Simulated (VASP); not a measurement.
# C (C2/m) in VASP: single point with PBEsol

Aim: the single point of C with PBEsol.

Everything below comes from runs of VASP 6.6.1. Logs are shortened: lines on timing, memory, paths and dates and some standing lists are left out, and cuts for length are marked.

**1. The cell of the first run**

The structure is monoclinic, space group C2/m (No. 12). Conventional cell: a = 4.259 Å, b = 2.459 Å, c = 14.509 Å, α = 90.00°, β = 92.80°, γ = 90.00°. Within 1.9 Å of C (site symmetry m) lie 3 C at 1.42 Å. C (site symmetry m) has 3 C at 1.42 Å within 1.9 Å. Within 1.9 Å of C (site symmetry m) lie 3 C at 1.42 Å. Within 1.9 Å of C (site symmetry m) lie 3 C at 1.42 Å.

**2. Single point, PBEsol**

Input file INCAR:

```
SYSTEM = C
PREC = Accurate
ENCUT = 520
EDIFF = 1E-7
ISMEAR = 0
SIGMA = 0.15
LREAL = .FALSE.
LASPH = .TRUE.
NELM = 60
ALGO = Normal
ISIF = 2
LWAVE = .FALSE.
LCHARG = .FALSE.
GGA = PS
NBANDS = 26
```

Input file KPOINTS:

```
Automatic mesh
0
G
  18 18 3
  0 0 0
```

Input file POSCAR:

```
C
1.0
   -2.4587330167      0.0000000000      0.0000000000
   -1.2293665084     -2.1293252536      0.0000000000
   -0.6146832542     -0.3548875423     14.4916134525
C
8
Direct
   -0.1458250000     -0.1458250000      0.8749500000
   -0.0624916667     -0.0624916667      0.3749500000
   -0.0208250000      0.9791750000      0.1249500000
   -0.1041583333      0.8958416667      0.6249500000
    0.1875083333      0.1875083333      0.8749500000
    0.2708416667      0.2708416667      0.3749500000
    0.6458416667      0.6458416667      0.1249500000
    0.5625083333      0.5625083333      0.6249500000
```

Potentials or basis: VASP PAW PBE potentials, release 64 (C).

Started as:

```console
> cat potpaw_PBE.64/C/POTCAR > POTCAR
> mpirun -np 1 vasp_std > vasp.out
```

OUTCAR:

```text
SYSTEM = C
   PREC = Accurate
   ENCUT = 520
   EDIFF = 1E-7
   ISMEAR = 0
   LREAL = .FALSE.
   LASPH = .TRUE.
   NELM = 60
   ISIF = 2
   GGA = PS

 ion  position               nearest neighbor table
   1  0.854  0.854  0.875-   5 1.42   5 1.42   5 1.42
   2  0.938  0.938  0.375-   6 1.42   6 1.42   6 1.42
   3  0.979  0.979  0.125-   7 1.42   7 1.42   7 1.42
   4  0.896  0.896  0.625-   8 1.42   8 1.42   8 1.42
   5  0.188  0.188  0.875-   1 1.42   1 1.42   1 1.42
   6  0.271  0.271  0.375-   2 1.42   2 1.42   2 1.42
   7  0.646  0.646  0.125-   3 1.42   3 1.42   3 1.42
   8  0.563  0.563  0.625-   4 1.42   4 1.42   4 1.42

  LATTYP: Found a base centered monoclinic cell.
 ALAT       =     4.2586505072
 B/A-ratio  =     0.5773502692
 C/A-ratio  =     3.4069442460
 COS(beta)  =    -0.0489196930

  Lattice vectors:

 A1 = (   2.4587330167,   0.0000000000,   0.0000000000)
 A2 = (   1.2293665084,   2.1293252536,   0.0000000000)
 A3 = (  -0.6146832542,  -0.3548875423,  14.4916134525)

Analysis of symmetry for initial positions (statically):
=====================================================================
 Subroutine PRICEL returns:
 Original cell was already a primitive cell.

 Routine SETGRP: Setting up the symmetry group for a
 base centered monoclinic supercell.

 Subroutine GETGRP returns: Found  4 space group operations
 (whereof  2 operations were pure point group operations)
 out of a pool of  4 trial point group operations.

The static configuration has the point symmetry C_1h.
 The point group associated with its full space group is C_2h.

Analysis of symmetry for dynamics (positions and initial velocities):
=====================================================================
 Subroutine PRICEL returns:
 Original cell was already a primitive cell.

 Routine SETGRP: Setting up the symmetry group for a
 base centered monoclinic supercell.

 Subroutine GETGRP returns: Found  4 space group operations
 (whereof  2 operations were pure point group operations)
 out of a pool of  4 trial point group operations.

The dynamic configuration has the point symmetry C_1h.
 The point group associated with its full space group is C_2h.

 Subroutine INISYM returns: Found  4 space group operations
 (whereof  2 operations are pure point group operations),
 and found     1 'primitive' translations

----------------------------------------------------------------------------------------

                                     Primitive cell

  volume of cell :      75.8700

  direct lattice vectors                    reciprocal lattice vectors
    -2.458733017  0.000000000  0.000000000    -0.406713536  0.234816170 -0.011500905
    -1.229366508 -2.129325254  0.000000000     0.000000000 -0.469632339 -0.011500905
    -0.614683254 -0.354887542 14.491613452     0.000000000  0.000000000  0.069005429

  length of vectors
     2.458733017  2.458733017 14.508984841     0.469773142  0.469773142  0.069005429

  position of ions in fractional coordinates (direct lattice)
     0.854175000  0.854175000  0.874950000
     0.937508333  0.937508333  0.374950000
     0.979175000  0.979175000  0.124950000
     0.895841667  0.895841667  0.624950000
     0.187508333  0.187508333  0.874950000
     0.270841667  0.270841667  0.374950000
     0.645841667  0.645841667  0.124950000
     0.562508333  0.562508333  0.624950000

  ion indices of the primitive-cell ions
   primitive index   ion index
                 1           1
                 2           2
                 3           3
                 4           4
                 5           5
                 6           6
                 7           7
                 8           8

----------------------------------------------------------------------------------------

 KPOINTS: Automatic mesh

Automatic generation of k-mesh.
 Grid dimensions read from file:
 generate k-points for:   18   18    3

 Generating k-lattice:

  Cartesian coordinates                     Fractional coordinates (reciprocal lattice)
    -0.022595196  0.013045343 -0.000638939     0.055555556  0.000000000 -0.000000000
     0.000000000 -0.026090686 -0.000638939     0.000000000  0.055555556  0.000000000
     0.000000000  0.000000000  0.023001810     0.000000000  0.000000000  0.333333333

  Length of vectors
     0.026098508  0.026098508  0.023001810

  Shift w.r.t. Gamma in fractional coordinates (k-lattice)
     0.000000000  0.000000000  0.000000000

 Subroutine IBZKPT returns following result:
 ===========================================

 Found    262 irreducible k-points:

 Following reciprocal coordinates:
            Coordinates               Weight
  0.000000  0.000000  0.000000      1.000000
  0.055556  0.000000 -0.000000      4.000000
  0.111111  0.000000 -0.000000      4.000000
  0.166667  0.000000 -0.000000      4.000000
  0.222222  0.000000  0.000000      4.000000
  0.277778  0.000000 -0.000000      4.000000
[... 16 lines left out ...]
 -0.277778  0.055556  0.000000      4.000000
 -0.222222  0.055556  0.000000      4.000000
 [... further k-points ...]
   k-points           NKPTS =    262   k-points in BZ     NKDIM =    262   number of bands    NBANDS=     26
   number of dos      NEDOS =    301   number of ions     NIONS =      8
   total plane-waves  NPLWV =  34992
   dimension x,y,z NGX =    18 NGY =   18 NGZ =  108
   dimension x,y,z NGXF=    36 NGYF=   36 NGZF=  216
   ions per type =               8
   NGX,Y,Z   is equivalent  to a cutoff of  12.17, 12.17, 12.37 a.u.
   NGXF,Y,Z  is equivalent  to a cutoff of  24.34, 24.34, 24.75 a.u.
 SYSTEM =  C
   PREC   = accura    normal or accurate (medium, high low for compatibility)
   ISTART =      0    job   : 0-new  1-cont  2-samecut
   ICHARG =      2    charge: 1-file 2-atom 10-const
   ISPIN  =      1    spin polarized calculation?
   LNONCOLLINEAR =      F non collinear calculations
   LSORBIT =      F    spin-orbit coupling
   LASPH  =      T    aspherical Exc in radial PAW
   ENCUT  =  520.0 eV  38.22 Ry    6.18 a.u.   4.57  4.57 26.98*2*pi/ulx,y,z
   NELM   =     60;   NELMIN=  2; NELMDL= -5     # of ELM steps
   EDIFF  = 0.1E-06   stopping-criterion for ELM
   LREAL  =      F    real-space projection
   EDIFFG = 0.1E-05   stopping-criterion for IOM
   NSW    =      0    number of steps for IOM
   IBRION =     -1    ionic relax: 0-MD 1-quasi-New 2-CG
   NFREE  =      0    steps in history (QN), initial steepest desc. (CG)
   ISIF   =      2    stress and relaxation
   ISYM   =      2    0-nonsym 1-usesym 2-fastsym
   POTIM  = 0.5000    time-step for ionic-motion
   TEBEG  =    0.0;   TEEND  =   0.0 temperature during run
   PSTRESS=    0.0 pullay stress
   NELECT =      32.0000    total number of electrons
   NUPDOWN=      -1.0000    fix difference up-down
   EMIN   =  10.00;   EMAX   =-10.00  energy-range for DOS
   EFERMI =   0.00;   METHOD = LEGACY
   ISMEAR =     0;   SIGMA  =   0.15  broadening in eV -4-tet -1-fermi 0-gaus
   EFERMI_NEDOS =   21; number of points for ismear=-14 and -15
   IALGO  =     38    algorithm
   IMIX   =      4    mixing-type and parameters
     AMIX     =   0.40;   BMIX     =  1.00
     AMIX_MAG =   1.60;   BMIX_MAG =  1.00
  volume/ion in A,a.u.               =       9.48        64.00
  Fermi-wavevector in a.u.,A,eV,Ry     =   1.227726  2.320066 20.508213  1.507311
  Thomas-Fermi vector in A             =   2.362678
   LORBIT       =      0    0 simple, 1 ext, 2 COOP (PROOUT), +10 PAW based schemes
   GGA     = PS    functional components
   LHFCALC =     F    Hartree Fock is set to
   AEXX    =    0.0000 exact exchange contribution
   IVDW    =     0    specifies the selected vdW correction
   LEPSILON=     F    determine dielectric tensor
   LRPA    =     F    only Hartree local field effects (RPA)
 non-spin polarized calculation
 Gauss-broadening in eV      SIGMA  =   0.15
  energy-cutoff  :      520.00
  volume of cell :       75.87
 maximum number of plane-waves:      2083
   NGX =  9   NGY =  9   NGZ = 53

 number of electron      32.0000004 magnetization

 Free energy of the ion-electron system (eV)
  ---------------------------------------------------
  ext. energy  EPLUGINS =         0.00000000
  ---------------------------------------------------
  free energy    TOTEN  =       -77.15554195 eV

  energy without entropy =      -77.15357082  energy(sigma->0) =      -77.15455639

 E-fermi :   3.9986     XC(G=0): -10.0173

 val. band max:        3.9514701408   @ k =  -0.3333   0.3333   0.0000
 cond. band min:       3.9990630129   @ k =  -0.3333   0.3333   0.3333
 fundamental gap:      0.0475928720
 Fermi energy:         3.9985998505

 k-point     1 :       0.0000    0.0000    0.0000
  band No.  band energies     occupation
      1     -15.6206      2.00000
      2     -15.5395      2.00000
      3     -15.5394      2.00000
      4     -15.4549      2.00000
      5      -4.3365      2.00000
      6      -3.7231      2.00000
[... 18 lines left out ...]
     25      12.3677      0.00000
     26      12.3691      0.00000

 k-point     2 :       0.0556    0.0000   -0.0000
  band No.  band energies     occupation
      1     -15.5468      2.00000
      2     -15.4672      2.00000
      3     -15.4648      2.00000
      4     -15.3819      2.00000
      5      -4.2466      2.00000
      6      -3.6443      2.00000
[... 18 lines left out ...]
     25      12.6749      0.00000
     26      12.6859      0.00000

 k-point     3 :       0.1111    0.0000   -0.0000
  band No.  band energies     occupation
      1     -15.3258      2.00000
      2     -15.2486      2.00000
      3     -15.2438      2.00000
      4     -15.1635      2.00000
      5      -3.9778      2.00000
      6      -3.3905      2.00000
[... 18 lines left out ...]
     25      13.5731      0.00000
     26      13.5816      0.00000

 k-point     4 :       0.1667    0.0000   -0.0000
  band No.  band energies     occupation
      1     -14.9586      2.00000
      2     -14.8844      2.00000
      3     -14.8774      2.00000
      4     -14.8004      2.00000
      5      -3.5328      2.00000
      6      -2.9642      2.00000
[... 18 lines left out ...]
     25      13.4142      0.00000
     26      13.4774      0.00000

 k-point     5 :       0.2222    0.0000    0.0000
  band No.  band energies     occupation
      1     -14.4471      2.00000
      2     -14.3766      2.00000
      3     -14.3677      2.00000
      4     -14.2946      2.00000
      5      -2.9172      2.00000
      6      -2.6857      2.00000
[... 18 lines left out ...]
     25      12.2584      0.00000
     26      12.3059      0.00000

 k-point     6 :       0.2778    0.0000   -0.0000
  band No.  band energies     occupation
      1     -13.7943      2.00000
      2     -13.7281      2.00000
      3     -13.7175      2.00000
      4     -13.6488      2.00000
      5      -4.1601      2.00000
      6      -4.1382      2.00000
[... 427 lines left out ...]
 k-point    21 :      -0.3889    0.0556    0.0000
  band No.  band energies     occupation
      1     -11.5369      2.00000
      2     -11.4824      2.00000
      3     -11.4717      2.00000
      4     -11.4157      2.00000
      5      -7.7289      2.00000
      6      -7.6951      2.00000
[... 18 lines left out ...]
     25      12.7841      0.00000
     26      14.2938      0.00000

 k-point    22 :      -0.3333    0.0556    0.0000
  band No.  band energies     occupation
      1     -12.5093      2.00000
      2     -12.4490      2.00000
      3     -12.4394      2.00000
      4     -12.3772      2.00000
      5      -6.3393      2.00000
      6      -6.3107      2.00000
[... 18 lines left out ...]
     25      12.1402      0.00000
     26      13.2228      0.00000

 k-point    23 :      -0.2778    0.0556    0.0000
  band No.  band energies     occupation
      1     -13.3629      2.00000
      2     -13.2976      2.00000
      3     -13.2893      2.00000
      4     -13.2218      2.00000
      5      -4.8856      2.00000
      6      -4.8625      2.00000
[... 18 lines left out ...]
     25      12.2899      0.00000
     26      12.4495      0.00000

 k-point    24 :      -0.2222    0.0556    0.0000
  band No.  band energies     occupation
      1     -14.0839      2.00000
      2     -14.0141      2.00000
      3     -14.0075      2.00000
      4     -13.9351      2.00000
      5      -3.4210      2.00000
      6      -3.4037      2.00000
[... 18 lines left out ...]
     25      12.4478      0.00000
     26      12.4911      0.00000

 [... further k-points ...]
[... 5 lines left out ...]
  --------------------------------------------------------------------------------------
  -------------------------------------------------------------------------------------
  Total        0.4888333      0.4826676      0.0295504      0.0053397      0.0198876      0.0344464
  in kB       10.3228893     10.1926856      0.6240267      0.1127597      0.4199747      0.7274176
  external PRESSURE =       7.0465339 kB  Pullay stress =       0.0000000 kB

 VOLUME and BASIS-vectors are now :
 -----------------------------------------------------------------------------
  energy-cutoff  :      520.00
  volume of cell :       75.87
      direct lattice vectors                 reciprocal lattice vectors
    -2.458733017  0.000000000  0.000000000    -0.406713536  0.234816170 -0.011500905
    -1.229366508 -2.129325254  0.000000000     0.000000000 -0.469632339 -0.011500905
    -0.614683254 -0.354887542 14.491613452     0.000000000  0.000000000  0.069005429

 POSITION                                       TOTAL-FORCE (eV/Angst)
 -----------------------------------------------------------------------------------
     -3.68810     -2.12933     12.67944        -0.004967     -0.002867     -0.009648
     -3.68810     -2.12933      5.43363         0.000265      0.000153      0.000131
     -3.68810     -2.12933      1.81073         0.004967      0.002867      0.009648
     -3.68810     -2.12933      9.05653        -0.000265     -0.000153     -0.000131
     -1.22937     -0.70978     12.67944        -0.004296     -0.002480     -0.004866
     -1.22937     -0.70978      5.43363        -0.000069     -0.000040      0.000050
     -2.45873     -1.41955      1.81073         0.004296      0.002480      0.004866
     -2.45873     -1.41955      9.05653         0.000069      0.000040     -0.000050
 -----------------------------------------------------------------------------------
    total drift:                                0.000001      0.000000      0.000001

  FREE ENERGIE OF THE ION-ELECTRON SYSTEM (eV)
  ---------------------------------------------------
  free  energy   TOTEN  =       -77.1555419492 eV

  energy  without entropy=      -77.1535708219  energy(sigma->0) =      -77.15455639
```

Wall time 13 min (1 thread of Intel Xeon 8259CL, shared host); peak memory 0.43 GiB.

What came out:

| Property | Result |
| --- | --- |
| Free energy | -77.1555 eV |
| Pressure | 0.7 GPa |
| Largest force | 0.011 eV/Å |
| Band gap on the k mesh | zero (filled and empty bands touch) |

Forces on the atoms (eV/Å):
```
C   -0.005 -0.003 -0.010
C    0.000  0.000  0.000
C    0.005  0.003  0.010
C    0.000  0.000  0.000
C   -0.004 -0.002 -0.005
C    0.000  0.000  0.000
C    0.004  0.002  0.005
C    0.000  0.000  0.000
```

Stress tensor (GPa, compression positive):
```
1.03 0.01 0.07
0.01 1.02 0.04
0.07 0.04 0.06
```

Caveat: this functional lacks dispersion, which binds the layers, so the pressure and a relaxed spacing across them are unreliable; the PAW data sets were made with another functional, which shifts forces and pressure a little.
